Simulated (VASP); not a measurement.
## ScRu3: single point with PBE

Crystal: ScRu3.

```
Sc Ru
1.0
     3.92627    0.00000    0.00000
     0.00000    3.92627    0.00000
     0.00000    0.00000    7.85253
Sc Ru
2 6
Direct
  0.00000 0.00000 0.00000
  0.00000 0.00000 0.50000
  0.00000 0.50000 0.25000
  0.00000 0.50000 0.75000
  0.50000 0.00000 0.25000
  0.50000 0.00000 0.75000
  0.50000 0.50000 0.50000
  0.50000 0.50000 0.00000
```

- Program: VASP 6.6.1
- Task: single point
- Functional: PBE
- Potentials or basis: VASP PAW PBE potentials, release 64 (Sc_sv, Ru_pv)
- Cutoff: 520 eV
- k mesh: 6 × 6 × 4
- Occupations: gaussian, width 0.2 eV
- Spin: no spin polarisation
- Dipole correction: no
- Further INCAR settings: ALGO = Fast; EDIFF = 1e-06; NBANDS = 63

The pressure is 0.2 GPa and the band gap on the k mesh is zero (band 53 reaches 10.40 eV, above the bottom of band 54 at 9.41 eV).

Levels at points of the mesh, in eV from the Fermi level:
| k point | band 50 | band 51 | band 52 | band 53 | band 54 | band 55 | band 56 | band 57 | band 58 | band 59 |
| --- | --- | --- | --- | --- | --- | --- | --- | --- | --- | --- |
| (0.00, 0.00, 0.00) | -0.19 | -0.08 | 0.68 | 0.68 | 0.96 | 1.83 | 2.28 | 2.28 | 2.28 | 2.29 |
| (0.50, 0.00, 0.00) | -0.73 | -0.73 | -0.58 | -0.19 | -0.19 | -0.11 | -0.07 | 0.12 | 0.20 | 0.95 |
| (0.50, 0.50, 0.00) | -0.73 | -0.51 | -0.50 | -0.11 | 0.12 | 0.20 | 1.09 | 1.64 | 1.65 | 1.65 |
| (0.00, 0.00, 0.50) | 0.36 | 0.36 | 0.36 | 0.72 | 0.72 | 1.17 | 1.17 | 1.55 | 1.55 | 2.28 |
| (0.50, 0.00, 0.50) | -1.00 | -0.13 | -0.13 | -0.05 | -0.05 | 0.18 | 0.18 | 0.55 | 0.55 | 1.04 |
| (0.50, 0.50, 0.50) | -0.30 | -0.26 | -0.26 | -0.26 | -0.26 | -0.20 | -0.20 | 0.52 | 0.52 | 1.18 |

Wall time 8.8 min on 1 thread of AMD EPYC 7R13, on a shared host, peak memory 0.3 GiB.
